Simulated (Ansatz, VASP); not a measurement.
# Mg in VASP and in Ansatz

```
Mg
1.0
     0.00000    1.90746    1.90746
     1.90746    0.00000    1.90746
     1.90746    1.90746    0.00000
Mg
1
Direct
  0.00000 0.00000 0.00000
```

Change from the starting cell: volume scaled by 0.6, LAPW.

Alike in both runs: task single point; functional PBE; k mesh 16 × 16 × 16; occupations fermi-dirac, width 0.08 eV; no spin polarisation.

|  | VASP | Ansatz |
| --- | --- | --- |
| version | VASP 6.6.1 | Ansatz 0.2.0 |
| potentials or method | VASP PAW PBE potentials, release 64 (Mg), cutoff 520 eV | all-electron LAPW, scalar-relativistic |

|  | VASP | Ansatz | Ansatz less VASP |
| --- | --- | --- | --- |
| pressure (GPa) | 48.7 | 48.1 | -0.59 |

Both programs put the cell under a high pressure, so it lies far from rest at this level. Ansatz ran all-electron here, and VASP with PAW potentials.
